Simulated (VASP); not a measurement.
Set up this calculation in VASP 6.6.1, as the native input.

* Task: single point
* Functional: PBE
* Potentials or basis: VASP PAW PBE potentials, release 64 (Zr_sv, Sc_sv, N)
* Cutoff: 520 eV
* k mesh: 10 × 10 × 10
* Occupations: gaussian, width 0.1 eV
* Spin: no spin polarisation
* Dipole correction: no
* Further INCAR settings: ALGO = Normal; EDIFF = 1e-06; NBANDS = 44

The structure of Zr3ScN4 lies in POSCAR:

```
Zr3ScN4
1.0
   -2.8586156236      2.8586156236      2.8586156236
    2.8586156236     -2.8586156236      2.8586156236
    2.8586156236      2.8586156236     -2.8586156236
Zr Sc N
3 1 4
Direct
    0.5000000000      0.0000000000      0.5000000000
    0.0000000000      0.5000000000      0.5000000000
    0.5000000000      0.5000000000      0.0000000000
    0.0000000000      0.0000000000      0.0000000000
    0.5679587079      0.5679587079      0.5679587079
    0.0000000000      0.4320412921      0.0000000000
    0.4320412921      0.0000000000      0.0000000000
    0.0000000000      0.0000000000      0.4320412921
```

One way to write it, as run:

INCAR

```
PREC = Accurate
ENCUT = 520
EDIFF = 1E-6
ISMEAR = 0
SIGMA = 0.1
LREAL = F
LASPH = T
NELM = 100
ALGO = Normal
ISIF = 2
LWAVE = F
LCHARG = F
GGA = PE
NBANDS = 44
```

KPOINTS

```
Automatic mesh
0
Gamma
  10 10 10
```

Potentials or basis: VASP PAW PBE potentials, release 64 (Zr_sv, Sc_sv, N).

Command:

```console
$ cat potpaw_PBE.64/Zr_sv/POTCAR potpaw_PBE.64/Sc_sv/POTCAR potpaw_PBE.64/N/POTCAR > POTCAR
$ mpirun -np 1 vasp_std > vasp.out
```

It gave:

```
Pressure      : 0.4 GPa
Largest force : 0.041 eV/Å
```

Wall time 5.1 min on 1 thread of AMD EPYC 7R13 Processor (Zen 3), with other jobs on the host, peak memory 0.31 GiB.
